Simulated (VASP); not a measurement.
# FeNi3 (Pm-3m) in VASP: notebook

FeNi3 is run at these levels: PBE; tasks: single point.

All numbers are computed with VASP 6.6.1; they aren't measurements. Logs are shortened: lines on timing, memory, paths and dates and some standing lists are left out, and cuts for length are marked.

## 1. The cell of the first run

It takes space group Pm-3m (No. 221, cubic). Conventional cell: a = 3.545 Å, b = 3.545 Å, c = 3.545 Å, α = 90.00°, β = 90.00°, γ = 90.00°. Within 3.3 Å of Ni (site symmetry 4/mmm) lie 8 Ni at 2.51 Å and 4 Fe at 2.51 Å. Fe (site symmetry m-3m) has 12 Ni at 2.51 Å within 3.3 Å.

## 2. Single point, PBE, collinear spin, ferromagnetic start

INCAR reads:

```
SYSTEM = FeNi3
PREC = Accurate
ENCUT = 520
EDIFF = 1E-6
ISMEAR = -1
SIGMA = 0.05
LREAL = .FALSE.
LASPH = .TRUE.
NELM = 150
ALGO = Normal
ISIF = 2
LWAVE = .FALSE.
LCHARG = .TRUE.
ISPIN = 2
MAGMOM = 1 1 1 3
LORBIT = 11
LMAXMIX = 4
GGA = PE
LELF = .TRUE.
LVHAR = .TRUE.
NBANDS = 31
```

KPOINTS reads:

```
Automatic mesh
0
G
  8 8 8
  0 0 0
```

POSCAR reads:

```
FeNi3
1.0
    3.5450000000      0.0000000000      0.0000000000
    0.0000000000      3.5450000000      0.0000000000
    0.0000000000      0.0000000000      3.5450000000
Ni Fe
3 1
Direct
    0.5000000000      0.5000000000      0.0000000000
    0.5000000000      0.0000000000      0.5000000000
    0.0000000000      0.5000000000      0.5000000000
    0.0000000000      0.0000000000      0.0000000000
```

Potentials or basis: VASP PAW PBE potentials, release 64 (Ni, Fe).

Command:

```console
cat potpaw_PBE.64/Ni/POTCAR potpaw_PBE.64/Fe/POTCAR > POTCAR
mpirun -np 1 vasp_std > vasp.out
```

OUTCAR:

```text
SYSTEM = FeNi3
   PREC = Accurate
   ENCUT = 520
   EDIFF = 1E-6
   ISMEAR = -1
   LREAL = .FALSE.
   LASPH = .TRUE.
   NELM = 150
   ISIF = 2
   ISPIN = 2
   LORBIT = 11
   GGA = PE

 ion  position               nearest neighbor table
   1  0.500  0.500  0.000-   2 2.51   3 2.51   4 2.51   2 2.51   3 2.51   2 2.51   4 2.51   2 2.51
                             3 2.51   4 2.51   3 2.51   4 2.51
   2  0.500  0.000  0.500-   1 2.51   3 2.51   4 2.51   1 2.51   4 2.51   1 2.51   3 2.51   1 2.51
                             3 2.51   4 2.51   4 2.51   3 2.51
   3  0.000  0.500  0.500-   1 2.51   2 2.51   4 2.51   1 2.51   4 2.51   2 2.51   4 2.51   4 2.51
                             1 2.51   2 2.51   1 2.51   2 2.51
   4  0.000  0.000  0.000-   1 2.51   2 2.51   3 2.51   2 2.51   3 2.51   1 2.51   3 2.51   3 2.51
                             1 2.51   2 2.51   2 2.51   1 2.51

  LATTYP: Found a simple cubic cell.
 ALAT       =     3.5450000000

  Lattice vectors:

 A1 = (   3.5450000000,   0.0000000000,   0.0000000000)
 A2 = (   0.0000000000,   3.5450000000,   0.0000000000)
 A3 = (   0.0000000000,   0.0000000000,   3.5450000000)

Analysis of symmetry for initial positions (statically):
=====================================================================
 Subroutine PRICEL returns:
 Original cell was already a primitive cell.

 Routine SETGRP: Setting up the symmetry group for a
 simple cubic supercell.

 Subroutine GETGRP returns: Found 48 space group operations
 (whereof 48 operations were pure point group operations)
 out of a pool of 48 trial point group operations.

The static configuration has the point symmetry O_h .

Analysis of symmetry for dynamics (positions and initial velocities):
=====================================================================
 Subroutine PRICEL returns:
 Original cell was already a primitive cell.

 Routine SETGRP: Setting up the symmetry group for a
 simple cubic supercell.

 Subroutine GETGRP returns: Found 48 space group operations
 (whereof 48 operations were pure point group operations)
 out of a pool of 48 trial point group operations.

The dynamic configuration has the point symmetry O_h .

Analysis of structural, dynamic, and magnetic symmetry:
=====================================================================
 Subroutine PRICEL returns:
 Original cell was already a primitive cell.

 Routine SETGRP: Setting up the symmetry group for a
 simple cubic supercell.

 Subroutine GETGRP returns: Found 48 space group operations
 (whereof 48 operations were pure point group operations)
 out of a pool of 48 trial point group operations.

The overall configuration has the point symmetry O_h .

[... 131 lines left out ...]
   LEPSILON=     F    determine dielectric tensor
   LRPA    =     F    only Hartree local field effects (RPA)
 spin polarized calculation
  energy-cutoff  :      520.00
  volume of cell :       44.55
 maximum number of plane-waves:      1222
 NGX is ok and might be reduce to    28
   NGX = 13   NGY = 13   NGZ = 13

 number of electron      37.9999985 magnetization       4.8187076

 Free energy of the ion-electron system (eV)
  ---------------------------------------------------
  ext. energy  EPLUGINS =         0.00000000
  ---------------------------------------------------
  free energy    TOTEN  =       -25.00799872 eV

  energy without entropy =      -24.98018228  energy(sigma->0) =      -24.99409050

 E-fermi :   8.5676     XC(G=0): -13.1433

 val. band max:        8.5642728462   @ k =   0.0000   0.0000   0.0000
 cond. band min:       8.5681590155   @ k =   0.3750   0.2500   0.0000
 fundamental gap:      0.0038861693
 Fermi energy:         8.5675952577

 spin component 1

 k-point     1 :       0.0000    0.0000    0.0000
  band No.  band energies     occupation
      1      -0.4953      1.00000
      2       3.2778      1.00000
      3       3.2778      1.00000
      4       3.9499      1.00000
      5       4.0138      1.00000
      6       4.0138      1.00000
[... 805 lines left out ...]
     30      22.3273      0.00000
     31      24.8014      0.00000

 [... further k-points ...]

 spin component 2

 k-point     1 :       0.0000    0.0000    0.0000
  band No.  band energies     occupation
      1      -0.4545      1.00000
      2       4.3286      1.00000
      3       4.3286      1.00000
      4       4.3330      1.00000
      5       5.0256      1.00000
      6       5.0256      1.00000
[... 805 lines left out ...]
     30      22.7400      0.00000
     31      24.9349      0.00000

 [... further k-points ...]

------------------------ aborting loop because EDIFF is reached ----------------------------------------

  FORCE on cell =-STRESS in cart. coord.  units (eV):
  Direction    XX          YY          ZZ          XY          YZ          ZX
  --------------------------------------------------------------------------------------
  -------------------------------------------------------------------------------------
  Total       -0.0368682     -0.0368682     -0.0368682     -0.0000000     -0.0000000      0.0000000
  in kB       -1.3259102     -1.3259102     -1.3259102     -0.0000000     -0.0000000      0.0000000
  external PRESSURE =      -1.3259102 kB  Pullay stress =       0.0000000 kB

 VOLUME and BASIS-vectors are now :
 -----------------------------------------------------------------------------
  energy-cutoff  :      520.00
  volume of cell :       44.55
      direct lattice vectors                 reciprocal lattice vectors
     3.545000000  0.000000000  0.000000000     0.282087447  0.000000000  0.000000000
     0.000000000  3.545000000  0.000000000     0.000000000  0.282087447  0.000000000
     0.000000000  0.000000000  3.545000000     0.000000000  0.000000000  0.282087447

 POSITION                                       TOTAL-FORCE (eV/Angst)
 -----------------------------------------------------------------------------------
      1.77250      1.77250      0.00000         0.000000      0.000000      0.000000
      1.77250      0.00000      1.77250         0.000000      0.000000      0.000000
      0.00000      1.77250      1.77250         0.000000      0.000000      0.000000
      0.00000      0.00000      0.00000         0.000000      0.000000      0.000000
 -----------------------------------------------------------------------------------
    total drift:                                0.000000      0.000000      0.000000

  FREE ENERGIE OF THE ION-ELECTRON SYSTEM (eV)
  ---------------------------------------------------
  free  energy   TOTEN  =       -25.0079987161 eV

  energy  without entropy=      -24.9801822820  energy(sigma->0) =      -24.99409050

 total charge

# of ion       s       p       d       tot
------------------------------------------
    1        0.504   0.510   8.322   9.335
    2        0.504   0.510   8.322   9.335
    3        0.504   0.510   8.322   9.335
    4        0.474   0.502   6.111   7.087
--------------------------------------------------
tot          1.985   2.031  31.077  35.093

 magnetization (x)

# of ion       s       p       d       tot
------------------------------------------
    1       -0.015  -0.044   0.704   0.645
    2       -0.015  -0.044   0.704   0.645
    3       -0.015  -0.044   0.704   0.645
    4        0.012   0.000   2.901   2.914
--------------------------------------------------
tot         -0.034  -0.131   5.013   4.848
```

OSZICAR:

```text
N       E                     dE             d eps       ncg     rms          rms(c)
DAV:   1     0.245066425577E+03    0.24507E+03   -0.17026E+04  4524   0.175E+03
DAV:   2    -0.128983352013E+02   -0.25796E+03   -0.24230E+03  4347   0.318E+02
DAV:   3    -0.289186609547E+02   -0.16020E+02   -0.15290E+02  4788   0.105E+02
DAV:   4    -0.291414088495E+02   -0.22275E+00   -0.22254E+00  5059   0.131E+01
DAV:   5    -0.291483670422E+02   -0.69582E-02   -0.69578E-02  6364   0.181E+00    0.207E+01
DAV:   6    -0.260371151774E+02    0.31113E+01   -0.24186E+01  4809   0.793E+01    0.154E+01
DAV:   7    -0.271084160756E+02   -0.10713E+01   -0.89283E+00  5016   0.676E+01    0.211E+01
DAV:   8    -0.250187260008E+02    0.20897E+01   -0.69302E+00  5707   0.394E+01    0.462E+00
DAV:   9    -0.250367049770E+02   -0.17979E-01   -0.32539E-01  5881   0.687E+00    0.290E+00
DAV:  10    -0.250091624879E+02    0.27542E-01   -0.53831E-02  5483   0.599E+00    0.123E+00
DAV:  11    -0.250068915540E+02    0.22709E-02   -0.10711E-02  6659   0.114E+00    0.717E-01
DAV:  12    -0.250079992846E+02   -0.11077E-02   -0.21996E-03  5760   0.102E+00    0.242E-01
DAV:  13    -0.250079836043E+02    0.15680E-04   -0.43556E-04  6108   0.378E-01    0.439E-02
DAV:  14    -0.250080023114E+02   -0.18707E-04   -0.76634E-05  5109   0.785E-02    0.343E-02
DAV:  15    -0.250080010226E+02    0.12888E-05   -0.66844E-06  5243   0.509E-02    0.191E-02
DAV:  16    -0.250079992953E+02    0.17273E-05   -0.36633E-06  3275   0.387E-02    0.986E-03
DAV:  17    -0.250079987161E+02    0.57918E-06   -0.11822E-06  2900   0.177E-02
   1 F= -.25007999E+02 E0= -.24994090E+02  d E =-.278164E-01  mag=     4.8190
```

It took 1.9 min on 1 thread of Intel Xeon 8259CL, shared host; peak memory 0.22 GiB.

What came out:

```yaml
Free_energy: -25.0080 eV
Pressure: -0.1 GPa
Net_moment: 4.82 μB per cell
Site_moments: Ni +0.65; Fe +2.91 μB
Valence_electrons_inside_the_program's_atomic_spheres: Ni 9.34; Fe 7.09
```

Levels at points of the mesh, in eV from the Fermi level:
Spin up:
```csv
k point,band 17,band 18,band 19,band 20,band 21,band 22,band 23,band 24,band 25,band 26
"(0.00, 0.00, 0.00)",-0.73,-0.73,-0.64,-0.64,-0.64,2.25,2.25,2.25,8.84,8.84
"(0.50, 0.00, 0.00)",-1.60,-1.54,-1.43,-1.05,-0.73,-0.64,7.48,7.48,7.52,7.52
"(0.50, 0.50, 0.00)",-1.72,-1.72,-1.52,-1.48,0.73,0.73,0.77,0.79,11.14,11.22
"(0.50, 0.50, 0.50)",-0.85,-0.81,-0.81,-0.81,-0.50,-0.50,-0.50,-0.36,5.42,5.42
```
Spin down:
| k point | band 14 | band 15 | band 16 | band 17 | band 18 | band 19 | band 20 | band 21 |
| --- | --- | --- | --- | --- | --- | --- | --- | --- |
| (0.00, 0.00, 0.00) | 0.29 | 0.29 | 0.29 | 0.99 | 0.99 | 1.25 | 1.25 | 1.25 |
| (0.50, 0.00, 0.00) | -0.94 | -0.85 | -0.40 | -0.12 | -0.12 | 0.29 | 0.52 | 0.62 |
| (0.50, 0.50, 0.00) | -1.21 | -1.19 | -0.80 | -0.66 | 0.17 | 0.17 | 0.40 | 1.41 |
| (0.50, 0.50, 0.50) | -0.46 | -0.46 | -0.46 | 0.07 | 0.07 | 0.07 | 0.79 | 0.79 |

## 3. Single point, PBE, collinear spin, ferromagnetic start

This run uses another cell than the first one, of 11.36 Å³/atom.

INCAR reads:

```
SYSTEM = FeNi3
  PREC = Accurate
  ENCUT = 520
  EDIFF = 1E-7
  ISMEAR = -1
  SIGMA = 0.05
  LREAL = .False.
  LASPH = .True.
  NELM = 150
  ALGO = Normal
  ISIF = 2
  LWAVE = .False.
  LCHARG = .False.
  ISPIN = 2
  MAGMOM = 1 1 1 3
  LORBIT = 11
  LMAXMIX = 4
  GGA = PE
  NBANDS = 31
```

KPOINTS reads:

```
regular mesh
0
Gamma
  8 8 8
  0 0 0
```

POSCAR reads:

```
FeNi3
1.0
    3.5684775054      0.0000000000      0.0000000000
    0.0000000000      3.5684775054      0.0000000000
    0.0000000000      0.0000000000      3.5684775054
Ni Fe
3 1
Direct
    0.5000000000      0.5000000000      0.0000000000
    0.5000000000      0.0000000000      0.5000000000
    0.0000000000      0.5000000000      0.5000000000
    0.0000000000      0.0000000000      0.0000000000
```

Potentials or basis: VASP PAW PBE potentials, release 64 (Ni, Fe).

Command:

```console
cat potpaw_PBE.64/Ni/POTCAR potpaw_PBE.64/Fe/POTCAR > POTCAR
mpirun -np 1 vasp_std > vasp.out
```

Wall time 2 min (1 thread of Intel Xeon 8259CL, shared host); peak memory 0.22 GiB.

The run converged. Its results:

- Free energy: -24.9972 eV
- Pressure: -3.7 GPa
- Net moment: 4.87 μB per cell
- Site moments: Ni +0.66; Fe +2.94 μB
- Valence electrons inside the program's atomic spheres: Ni 9.30; Fe 7.05

Levels at points of the mesh, in eV from the Fermi level:
Spin up:
| k point | band 17 | band 18 | band 19 | band 20 | band 21 | band 22 | band 23 | band 24 | band 25 | band 26 |
| --- | --- | --- | --- | --- | --- | --- | --- | --- | --- | --- |
| (0.00, 0.00, 0.00) | -0.76 | -0.76 | -0.65 | -0.65 | -0.65 | 2.24 | 2.24 | 2.24 | 8.66 | 8.66 |
| (0.50, 0.00, 0.00) | -1.57 | -1.52 | -1.44 | -1.05 | -0.76 | -0.65 | 7.36 | 7.36 | 7.41 | 7.41 |
| (0.50, 0.50, 0.00) | -1.72 | -1.72 | -1.51 | -1.46 | 0.69 | 0.69 | 0.72 | 0.73 | 10.98 | 11.05 |
| (0.50, 0.50, 0.50) | -0.86 | -0.81 | -0.81 | -0.81 | -0.47 | -0.47 | -0.47 | -0.32 | 5.27 | 5.27 |
Spin down:
| k point | band 15 | band 16 | band 17 | band 18 | band 19 | band 20 |
| --- | --- | --- | --- | --- | --- | --- |
| (0.00, 0.00, 0.00) | 0.29 | 0.29 | 0.98 | 0.98 | 1.23 | 1.23 |
| (0.50, 0.00, 0.00) | -0.82 | -0.39 | -0.10 | -0.10 | 0.29 | 0.53 |
| (0.50, 0.50, 0.00) | -1.15 | -0.77 | -0.63 | 0.18 | 0.18 | 0.42 |
| (0.50, 0.50, 0.50) | -0.43 | -0.43 | 0.07 | 0.07 | 0.07 | 0.78 |

Caveat: the cell stands under tension.
